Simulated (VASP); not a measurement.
Wanted: the native input for a VASP 6.6.1 run.

| Quantity | Value |
| --- | --- |
| Task | single point |
| Functional | LDA |
| Potentials or basis | VASP PAW LDA potentials, release 64 (Cu) |
| Cutoff | 600 eV |
| k mesh | 8 × 8 × 8 |
| Occupations | gaussian, width 0.1 eV |
| Spin | no spin polarisation |
| Dipole correction | no |
| Further INCAR settings | ALGO = Normal; EDIFF = 1e-06; NBANDS = 12 |

The structure of Cu lies in POSCAR:

```
Cu
1.0
    0.0000000000      1.7850000000      1.7850000000
    1.7850000000      0.0000000000      1.7850000000
    1.7850000000      1.7850000000      0.0000000000
Cu
1
Direct
    0.0000000000      0.0000000000      0.0000000000
```

The input as run:

INCAR

```
PREC = Accurate
ENCUT = 600
EDIFF = 1E-6
ISMEAR = 0
SIGMA = 0.1
LREAL = False
LASPH = True
NELM = 120
ALGO = Normal
ISIF = 2
LWAVE = False
LCHARG = False
NBANDS = 12
GGA_COMPAT = False
```

KPOINTS

```
regular mesh
0
Gamma
  8 8 8
```

Potentials or basis: VASP PAW LDA potentials, release 64 (Cu).

Command:

```console
$ cat potpaw_LDA.64/Cu/POTCAR > POTCAR
$ mpirun -np 1 vasp_std > vasp.out
```

It gave:

```yaml
Pressure: -5.6 GPa
Band_gap_on_the_k_mesh: zero (an odd number of electrons rules out a gap without spin polarisation)
```

Caveat: the k points lie up to 0.38 Å⁻¹ apart, too coarse for converged energies and pressures of a metal.

Run time: 2.2 s on 1 thread of Intel(R) Xeon(R) 6975P-C (Granite Rapids), on a shared host, peak memory 0.11 GiB.
